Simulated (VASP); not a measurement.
# Na (P6/mmm) in VASP: a series of runs

The runs below take Na through single point, with revPBE.

Program: VASP 6.6.1. These are calculated values, not measurements. Logs are shortened: lines on timing, memory, paths and dates and some standing lists are left out, and cuts for length are marked.

**1. The cell of the first run**

It takes space group P6/mmm (No. 191, hexagonal). Conventional cell: a = 6.140 Å, b = 6.140 Å, c = 3.641 Å, α = 90.00°, β = 90.00°, γ = 120.00°. Na (site symmetry 6/mmm) has 14 Na at 3.64 to 3.99 Å within 4.8 Å. Na (site symmetry -6m2) has 11 Na at 3.55 to 3.99 Å within 4.7 Å.

This isn't the form of Na at room conditions, which is bcc.

**2. Single point, revPBE**

Input file INCAR:

```
SYSTEM = Na
  PREC = Accurate
  ENCUT = 520
  EDIFF = 1E-6
  ISMEAR = -1
  SIGMA = 0.1
  LREAL = .False.
  LASPH = .True.
  NELM = 60
  ALGO = Normal
  ISIF = 2
  LWAVE = .False.
  LCHARG = .False.
  GGA = RE
  NBANDS = 18
```

Input file KPOINTS:

```
regular mesh
0
Gamma
  6 6 9
  0 0 0
```

Input file POSCAR:

```
Na
1.0
    6.1401258338      0.0000000000      0.0000000000
   -3.0700629169      5.3175049545      0.0000000000
    0.0000000000      0.0000000000      3.6414294959
Na
3
Direct
    1.0000000000      1.0000000000      0.0000000000
    0.3333333333      0.6666666667      0.5000000000
    0.6666666667      0.3333333333      0.5000000000
```

Potentials or basis: VASP PAW PBE potentials, release 64 (Na_pv).

On the command line:

```
> cat potpaw_PBE.64/Na_pv/POTCAR > POTCAR
> mpirun -np 1 vasp_std > vasp.out
```

OUTCAR:

```text
SYSTEM = Na
   PREC = Accurate
   ENCUT = 520
   EDIFF = 1E-6
   ISMEAR = -1
   LREAL = .False.
   LASPH = .True.
   NELM = 60
   ISIF = 2
   GGA = RE

 ion  position               nearest neighbor table
   1  0.000  0.000  0.000-
   2  0.333  0.667  0.500-
   3  0.667  0.333  0.500-

  LATTYP: Found a hexagonal cell.
 ALAT       =     6.1401258338
 C/A-ratio  =     0.5930545390

  Lattice vectors:

 A1 = (   6.1401258338,   0.0000000000,   0.0000000000)
 A2 = (  -3.0700629169,   5.3175049545,   0.0000000000)
 A3 = (   0.0000000000,   0.0000000000,   3.6414294959)

Analysis of symmetry for initial positions (statically):
=====================================================================
 Subroutine PRICEL returns:
 Original cell was already a primitive cell.

 Routine SETGRP: Setting up the symmetry group for a
 hexagonal supercell.

 Subroutine GETGRP returns: Found 24 space group operations
 (whereof 24 operations were pure point group operations)
 out of a pool of 24 trial point group operations.

The static configuration has the point symmetry D_6h.

Analysis of symmetry for dynamics (positions and initial velocities):
=====================================================================
 Subroutine PRICEL returns:
 Original cell was already a primitive cell.

 Routine SETGRP: Setting up the symmetry group for a
 hexagonal supercell.

 Subroutine GETGRP returns: Found 24 space group operations
 (whereof 24 operations were pure point group operations)
 out of a pool of 24 trial point group operations.

The dynamic configuration has the point symmetry D_6h.

 Subroutine INISYM returns: Found 24 space group operations
 (whereof 24 operations are pure point group operations),
 and found     1 'primitive' translations

----------------------------------------------------------------------------------------

                                     Primitive cell

  volume of cell :     118.8932

  direct lattice vectors                    reciprocal lattice vectors
     6.140125834  0.000000000  0.000000000     0.162863112  0.094029061  0.000000000
    -3.070062917  5.317504955  0.000000000     0.000000000  0.188058123  0.000000000
     0.000000000  0.000000000  3.641429496     0.000000000  0.000000000  0.274617427

  length of vectors
[... 74 lines left out ...]
 SYSTEM =  Na
   PREC   = accura    normal or accurate (medium, high low for compatibility)
   ISTART =      0    job   : 0-new  1-cont  2-samecut
   ICHARG =      2    charge: 1-file 2-atom 10-const
   ISPIN  =      1    spin polarized calculation?
   LNONCOLLINEAR =      F non collinear calculations
   LSORBIT =      F    spin-orbit coupling
   LASPH  =      T    aspherical Exc in radial PAW
   ENCUT  =  520.0 eV  38.22 Ry    6.18 a.u.  11.42 11.42  6.77*2*pi/ulx,y,z
   NELM   =     60;   NELMIN=  2; NELMDL= -5     # of ELM steps
   EDIFF  = 0.1E-05   stopping-criterion for ELM
   LREAL  =      F    real-space projection
   EDIFFG = 0.1E-04   stopping-criterion for IOM
   NSW    =      0    number of steps for IOM
   IBRION =     -1    ionic relax: 0-MD 1-quasi-New 2-CG
   NFREE  =      0    steps in history (QN), initial steepest desc. (CG)
   ISIF   =      2    stress and relaxation
   ISYM   =      2    0-nonsym 1-usesym 2-fastsym
   POTIM  = 0.5000    time-step for ionic-motion
   TEBEG  =    0.0;   TEEND  =   0.0 temperature during run
   PSTRESS=    0.0 pullay stress
   NELECT =      21.0000    total number of electrons
   NUPDOWN=      -1.0000    fix difference up-down
   EMIN   =  10.00;   EMAX   =-10.00  energy-range for DOS
   EFERMI =   0.00;   METHOD = LEGACY
   ISMEAR =    -1;   SIGMA  =   0.10  broadening in eV -4-tet -1-fermi 0-gaus
   EFERMI_NEDOS =   21; number of points for ismear=-14 and -15
   IALGO  =     38    algorithm
   IMIX   =      4    mixing-type and parameters
     AMIX     =   0.40;   BMIX     =  1.00
     AMIX_MAG =   1.60;   BMIX_MAG =  1.00
  volume/ion in A,a.u.               =      39.63       267.44
  Fermi-wavevector in a.u.,A,eV,Ry     =   0.918535  1.735779 11.479317  0.843706
  Thomas-Fermi vector in A             =   2.043627
   LORBIT       =      0    0 simple, 1 ext, 2 COOP (PROOUT), +10 PAW based schemes
   GGA     = RE    functional components
   LHFCALC =     F    Hartree Fock is set to
   AEXX    =    0.0000 exact exchange contribution
   IVDW    =     0    specifies the selected vdW correction
   LEPSILON=     F    determine dielectric tensor
   LRPA    =     F    only Hartree local field effects (RPA)
 non-spin polarized calculation
  energy-cutoff  :      520.00
  volume of cell :      118.89
 maximum number of plane-waves:      3229
 NGX is ok and might be reduce to    48
   NGX = 23   NGY = 23   NGZ = 13

 number of electron      20.9999993 magnetization

 Free energy of the ion-electron system (eV)
  ---------------------------------------------------
  ext. energy  EPLUGINS =         0.00000000
  ---------------------------------------------------
  free energy    TOTEN  =        -3.59855166 eV

  energy without entropy =       -3.54381436  energy(sigma->0) =       -3.57118301

 E-fermi :   0.2529     XC(G=0):  -6.2098

 val. band max:        0.2226806447   @ k =   0.1667   0.1667   0.0000
 cond. band min:       0.2994631250   @ k =   0.3333   0.1667   0.3333
 fundamental gap:      0.0767824803
 Fermi energy:         0.2528871119

 k-point     1 :       0.0000    0.0000    0.0000
  band No.  band energies     occupation
      1     -24.7843      2.00000
      2     -24.7843      2.00000
      3     -24.7639      2.00000
      4     -24.7639      2.00000
      5     -24.7623      2.00000
      6     -24.7583      2.00000
[... 481 lines left out ...]
      5     -24.7655      2.00000
      6     -24.7607      2.00000
[... 10 lines left out ...]
     17       5.7737      0.00000
     18       5.9396      0.00000

 [... further k-points ...]
[... 5 lines left out ...]
  --------------------------------------------------------------------------------------
  -------------------------------------------------------------------------------------
  Total        0.0074169      0.0074169     -0.0065572      0.0000000      0.0000000      0.0000000
  in kB        0.0999480      0.0999480     -0.0883631      0.0000000      0.0000000      0.0000000
  external PRESSURE =       0.0371776 kB  Pullay stress =       0.0000000 kB

 VOLUME and BASIS-vectors are now :
 -----------------------------------------------------------------------------
  energy-cutoff  :      520.00
  volume of cell :      118.89
      direct lattice vectors                 reciprocal lattice vectors
     6.140125834  0.000000000  0.000000000     0.162863112  0.094029061  0.000000000
    -3.070062917  5.317504955  0.000000000     0.000000000  0.188058123  0.000000000
     0.000000000  0.000000000  3.641429496     0.000000000  0.000000000  0.274617427

 POSITION                                       TOTAL-FORCE (eV/Angst)
 -----------------------------------------------------------------------------------
      0.00000      0.00000      0.00000        -0.000000      0.000000      0.000000
     -0.00000      3.54500      1.82071         0.000000      0.000000      0.000000
      3.07006      1.77250      1.82071        -0.000000      0.000000     -0.000000
 -----------------------------------------------------------------------------------
    total drift:                               -0.000000      0.000000     -0.000000

  FREE ENERGIE OF THE ION-ELECTRON SYSTEM (eV)
  ---------------------------------------------------
  free  energy   TOTEN  =        -3.5985516595 eV

  energy  without entropy=       -3.5438143615  energy(sigma->0) =       -3.57118301
```

OSZICAR:

```text
N       E                     dE             d eps       ncg     rms          rms(c)
DAV:   1     0.163801895271E+03    0.16380E+03   -0.10895E+04  1326   0.106E+03
DAV:   2     0.513589298854E+01   -0.15867E+03   -0.15685E+03  1260   0.313E+02
DAV:   3    -0.345182246532E+01   -0.85877E+01   -0.85372E+01  1454   0.919E+01
DAV:   4    -0.359150472525E+01   -0.13968E+00   -0.13966E+00  1456   0.122E+01
DAV:   5    -0.359469873902E+01   -0.31940E-02   -0.31940E-02  1418   0.191E+00    0.406E-01
DAV:   6    -0.359727903949E+01   -0.25803E-02   -0.18130E-03  1488   0.459E-01    0.270E-01
DAV:   7    -0.359853724320E+01   -0.12582E-02   -0.30115E-03  1370   0.513E-01    0.124E-02
DAV:   8    -0.359854737304E+01   -0.10130E-04   -0.47730E-05  1558   0.722E-02    0.478E-03
DAV:   9    -0.359855121015E+01   -0.38371E-05   -0.20100E-06  1130   0.112E-02    0.982E-04
DAV:  10    -0.359855165949E+01   -0.44934E-06   -0.29065E-07   812   0.691E-03
   1 F= -.35985517E+01 E0= -.35711830E+01  d E =-.547373E-01
```

Wall time 24 s (1 thread of AMD EPYC 9R45 (Zen 5), shared host); peak memory 0.21 GiB.

Results:

- Free energy: -3.5986 eV
- Pressure: 0.0 GPa
- Band gap on the k mesh: zero (an odd number of electrons rules out a gap without spin polarisation)

Caveat: the PAW data sets were made with another functional, which shifts forces and pressure a little.

**3. Single point, revPBE (34.88 Å³/atom)**

This run uses another cell than the first one, of 34.88 Å³/atom.

Input file INCAR:

```
ALGO = Normal
EDIFF = 1E-7
ENCUT = 520
GGA = RE
ISIF = 2
ISMEAR = -1
LASPH = T
LCHARG = F
LREAL = F
LWAVE = F
NBANDS = 18
NELM = 100
PREC = Accurate
SIGMA = 0.1
```

Input file KPOINTS:

```
k-points
0
Gamma
  7 7 10
```

Input file POSCAR:

```
Na
1.0
    5.8839841690      0.0000000000      0.0000000000
   -2.9419920845      5.0956797658      0.0000000000
    0.0000000000      0.0000000000      3.4895235190
Na
3
Direct
    1.0000000000      1.0000000000      0.0000000000
    0.3333333333      0.6666666667      0.5000000000
    0.6666666667      0.3333333333      0.5000000000
```

Potentials or basis: VASP PAW PBE potentials, release 64 (Na_pv).

On the command line:

```
> cat potpaw_PBE.64/Na_pv/POTCAR > POTCAR
> mpirun -np 1 vasp_std > vasp.out
```

Wall time 36 s (1 thread of AMD EPYC 9R45 (Zen 5), shared host); peak memory 0.22 GiB.

The run converged. Its results:

* Free energy: -3.5499 eV
* Pressure: 1.1 GPa
* Band gap on the k mesh: zero (an odd number of electrons rules out a gap without spin polarisation)

Stress tensor (GPa, compression positive):
```
1.07 0.00 0.00
0.00 1.07 0.00
0.00 0.00 1.19
```

Levels at points of the mesh, in eV from the Fermi level:
```tsv
k point	band 7	band 8	band 9	band 10	band 11	band 12	band 13	band 14
(0.00, 0.00, 0.00)	-24.84	-24.84	-24.84	-3.42	1.97	1.97	1.98	1.98
(0.00, 0.00, 0.50)	-24.87	-24.84	-24.84	-0.33	-0.31	4.58	4.58	4.70
```

Caveat: the PAW data sets were made with another functional, which shifts forces and pressure a little.

**4. Single point, revPBE (36.46 Å³/atom)**

This run uses another cell than the first one, of 36.46 Å³/atom.

Input file INCAR:

```
  ALGO = Normal
  EDIFF = 1E-6
  ENCUT = 520
  GGA = RE
  ISIF = 2
  ISMEAR = -1
  LASPH = T
  LCHARG = T
  LELF = T
  LREAL = F
  LVHAR = T
  LWAVE = F
  NBANDS = 18
  NELM = 100
  PREC = Accurate
  SIGMA = 0.1
```

KPOINTS is that of step 3.

Input file POSCAR:

```
Na
1.0
    5.9718177775      0.0000000000      0.0000000000
   -2.9859088888      5.1717459021      0.0000000000
    0.0000000000      0.0000000000      3.5416136392
Na
3
Direct
    1.0000000000      1.0000000000      0.0000000000
    0.3333333333      0.6666666667      0.5000000000
    0.6666666667      0.3333333333      0.5000000000
```

On the command line:

```
> cat potpaw_PBE.64/Na_pv/POTCAR > POTCAR
> mpirun -np 1 vasp_std > vasp.out
```

Run time: 37 s. Hardware: 1 thread of AMD EPYC 9R45 (Zen 5), shared host; peak memory 0.22 GiB.

The run converged. Its results:

```yaml
Free_energy: -3.5767 eV
Pressure: 0.7 GPa
Band_gap_on_the_k_mesh: zero (an odd number of electrons rules out a gap without spin polarisation)
```

Stress tensor (GPa, compression positive):
```
0.63 0.00 0.00
0.00 0.63 0.00
0.00 0.00 0.76
```

Levels at points of the mesh, in eV from the Fermi level:
```tsv
k point	band 7	band 8	band 9	band 10	band 11	band 12	band 13	band 14
(0.00, 0.00, 0.00)	-24.87	-24.87	-24.87	-3.32	1.93	1.93	1.94	1.94
(0.00, 0.00, 0.50)	-24.90	-24.87	-24.87	-0.32	-0.31	4.49	4.49	4.63
```

Caveat: the PAW data sets were made with another functional, which shifts forces and pressure a little.

(Continued in part 2 of 2.)

The gap in the log of VASP goes by the Fermi energy; the results here count the filled bands.